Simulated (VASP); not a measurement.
Set up this calculation in VASP 6.6.1, as the native input.

```yaml
Task: single point
Functional: HSE06
Potentials_or_basis: VASP PAW PBE potentials, release 64 (Ga_d, N)
Cutoff: 520 eV
k_mesh: 5 × 5 × 3
Occupations: fermi-dirac, width 0.05 eV
Spin: no spin polarisation
Dipole_correction: no
Grid_for_exact_exchange_PRECFOCK: Normal
Further_INCAR_settings: ALGO = Normal; EDIFF = 1e-06; NBANDS = 26
Share_of_exact_exchange: 0.25
Screening_parameter: 0.2079 1/Å
```

GaN:

```
Ga N
1.0
     3.18475    0.00000    0.00000
    -1.59237    2.75807    0.00000
     0.00000    0.00000    5.17648
Ga N
2 2
Cartesian
  1.5924 0.9194 2.5824
  0.0000 1.8387 -0.0059
  1.5924 0.9194 4.5353
  0.0000 1.8387 1.9471
```

The input as run:

POSCAR

```
GaN
1.0
    3.1847488365      0.0000000000      0.0000000000
   -1.5923744182      2.7580733971      0.0000000000
    0.0000000000      0.0000000000      5.1764795540
Ga N
2 2
Direct
    0.6666666667      0.3333333333      0.4988654490
    0.3333333333      0.6666666667     -0.0011345510
    0.6666666667      0.3333333333      0.8761345510
    0.3333333333      0.6666666667      0.3761345510
```

INCAR.step1

```
  ALGO = Normal
  EDIFF = 1E-5
  ENCUT = 520
  GGA = PE
  ISIF = 2
  ISMEAR = -1
  LASPH = True
  LCHARG = False
  LREAL = False
  LWAVE = True
  NBANDS = 26
  NELM = 80
  PREC = Accurate
  SIGMA = 0.05
```

INCAR.step2

```
  ALGO = Normal
  EDIFF = 1E-6
  ENCUT = 520
  GGA = PE
  HFSCREEN = 0.2079
  ISIF = 2
  ISMEAR = -1
  ISTART = 1
  LASPH = True
  LCHARG = False
  LHFCALC = True
  LREAL = False
  LWAVE = False
  NBANDS = 26
  NELM = 80
  PREC = Accurate
  PRECFOCK = Normal
  SIGMA = 0.05
```

KPOINTS

```
k-points
0
Gamma
  5 5 3
```

Potentials or basis: VASP PAW PBE potentials, release 64 (Ga_d, N).

Command:

```bash
$ cat potpaw_PBE.64/Ga_d/POTCAR potpaw_PBE.64/N/POTCAR > POTCAR
$ cp INCAR.step1 INCAR
$ mpirun -np 1 vasp_std > vasp.out
$ cp INCAR.step2 INCAR
$ mpirun -np 1 vasp_std > vasp.out
```

Results of the run:

The pressure is 0.0 GPa. The band gap on the k mesh is 3.23 eV.

Caveat: the k points lie up to 0.46 Å⁻¹ apart; the PAW data sets were made with another functional, which shifts forces and pressure a little.

Run time: 26 min on 1 thread of Intel(R) Xeon(R) 6975P-C (Granite Rapids) (shared host), peak memory 0.26 GiB.
